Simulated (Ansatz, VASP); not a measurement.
**One calculation of Al3Cu, two programs**

```xyz
4
Lattice="2.7784 0.0000 0.0000 0.0000 2.7784 0.0000 0.0000 0.0000 7.5134" Properties=species:S:1:pos:R:3 pbc="T T T"
Al    0.0000    0.0000    3.7567
Al    1.3892    1.3892    1.6989
Al    1.3892    1.3892    5.8145
Cu    0.0000    0.0000    0.0000
```

Alike in both runs: task single point; functional r2SCAN; k mesh 12 × 12 × 6; occupations gaussian, width 0.1 eV; no spin polarisation.

|  | VASP | Ansatz |
| --- | --- | --- |
| version | VASP 6.6.1 | Ansatz 0.2.0 |
| potentials or method | VASP PAW PBE potentials, release 64 (Al, Cu), cutoff 520 eV | scalar-relativistic, plane waves, PAW |
| valence electrons in the cell | 20 | 28 |

VASP gave:

```
gap on the k mesh at the Fermi level (eV)                     : none
pressure (GPa)                                                : 0.4
traceless stress, the component that is largest in VASP (GPa) : 0.52
rms of the force components (eV/Å)                            : 0.060
```

**Question.** What did Ansatz give for the same quantities?

**Answer.** gap on the k mesh at the Fermi level (eV): none; pressure (GPa): 0.6; traceless stress, the component that is largest in VASP (GPa): 0.53; rms of the force components (eV/Å): 0.068.

VASP's potentials were made for PBE, not for r2SCAN. Atom by atom the forces differ by 0.008 eV/Å (rms over components). A gap of «none» marks a metal or a gap that the smearing closes. The functional is the same, so the differences come from potentials, cutoffs and numerics. VASP's potentials hold 20 valence electrons a cell and Ansatz's 28, so a difference there can come from the potentials and not from the codes.
